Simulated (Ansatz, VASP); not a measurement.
**Two plane-wave programs on Ga**

```
Ga
1.0
     1.45000   -4.06500    0.00000
     1.45000    4.06500    0.00000
     0.00000    0.00000    3.01150
Ga
2
Direct
  0.86700 0.13300 0.25000
  0.13300 0.86700 0.75000
```

Change from the starting cell: strain +0.000 along x and y, -0.050 along z, atoms carried along.

Alike in both runs: task single point; functional PBEsol; k mesh 18 × 18 × 16; occupations gaussian, width 0.15 eV; no spin polarisation.

|  | VASP | Ansatz |
| --- | --- | --- |
| version | VASP 6.6.1 | Ansatz 0.2.0 |
| potentials or method | VASP PAW PBE potentials, release 64 (Ga_d), cutoff 520 eV | scalar-relativistic, plane waves, PAW |
| valence electrons in the cell | 26 | 26 |

Ansatz gave:

* gap on the k mesh at the Fermi level (eV): none
* pressure (GPa): 1.3
* traceless stress, the component that is largest in VASP (GPa): -3.37
* rms of the force components (eV/Å): 0.135

Q: Which values does VASP return?

A: gap on the k mesh at the Fermi level (eV): none; pressure (GPa): 1.4; traceless stress, the component that is largest in VASP (GPa): -3.36; rms of the force components (eV/Å): 0.135.

VASP's potentials were made for PBE, not for PBEsol. Atom by atom the forces differ by 0.000 eV/Å (rms over components). A gap of «none» marks a metal or a gap that the smearing closes.
